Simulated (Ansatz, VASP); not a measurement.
## One calculation of PbI2, two programs

The input INCAR:

```
SYSTEM = PbI2
PREC = Accurate
ENCUT = 500
EDIFF = 1E-6
ISMEAR = 0
SIGMA = 0.05
LREAL = .FALSE.
LASPH = .TRUE.
NELM = 120
ALGO = Normal
ISIF = 2
LWAVE = .FALSE.
LCHARG = .TRUE.
GGA = PS
LELF = .TRUE.
LVHAR = .TRUE.
NBANDS = 21
GGA_COMPAT = .FALSE.
```

Contents of KPOINTS:

```
regular mesh
0
G
  9 9 4
  0 0 0
```

Contents of POSCAR:

```
PbI2
1.0
    4.5550018558      0.0000000000      0.0000000000
   -2.2775009279      3.9447473214      0.0000000000
    0.0000000000      0.0000000000      7.2909650000
Pb I
1 2
Direct
    0.0000000000      0.0000000000      0.0000000000
    0.3333333333      0.6666666667      0.2650000000
    0.6666666667      0.3333333333      0.7350000000
```

Input for Ansatz:

```yaml
crystal:
  lattice:
    - [4.5550018558, 0.0, 0.0]
    - [-2.2775009279, 3.9447473214, 0.0]
    - [0.0, 0.0, 7.290965]
  atoms:
    - { symbol: Pb, position: [0.0, 0.0, 0.0] }
    - { symbol: I, position: [0.3333333333, 0.6666666667, 0.265] }
    - { symbol: I, position: [0.6666666667, 0.3333333333, 0.735] }
basis:
  ecutwfc: 420
kpoints:
  mp_grid: { grid: [9, 9, 4] }
hamiltonian:
  xc: pbesol
scf:
  occupations: { method: gaussian, width: 0.05 }
output:
  forces: true
  stress: true
  eigenvalues: true
```

Change from the starting cell: strain +0.0450 x Voigt [0, 0, 1, 0, 0, 0], atoms carried along.

Alike in both runs: task single point; functional PBEsol; k mesh 9 × 9 × 4; occupations gaussian, width 0.05 eV; no spin polarisation.

|  | VASP | Ansatz |
| --- | --- | --- |
| version | VASP 6.6.1 | Ansatz 0.2.0 |
| potentials or method | VASP PAW PBE potentials, release 64 (Pb_d, I), cutoff 500 eV | scalar-relativistic, plane waves, PAW |
| valence electrons in the cell | 28 | 48 |

VASP gave:

| Property | Result |
| --- | --- |
| gap on the k mesh at the Fermi level (eV) | 2.22 |
| least direct gap on the mesh (eV) | 2.22 |
| pressure (GPa) | -1.1 |
| traceless stress, the component that is largest in VASP (GPa) | -0.28 |
| rms of the force components (eV/Å) | 0.119 |

**Question.** Estimate Ansatz's values.

**Answer.** gap on the k mesh at the Fermi level (eV): 2.22; least direct gap on the mesh (eV): 2.22; pressure (GPa): -1.1; traceless stress, the component that is largest in VASP (GPa): -0.28; rms of the force components (eV/Å): 0.120.

VASP's potentials were made for PBE, not for PBEsol. Atom by atom the forces differ by 0.001 eV/Å (rms over components). The functional is the same, so the differences come from potentials, cutoffs and numerics. VASP's potentials hold 28 valence electrons a cell and Ansatz's 48, so a difference there can come from the potentials and not from the codes.

Neither program's run includes spin-orbit coupling.
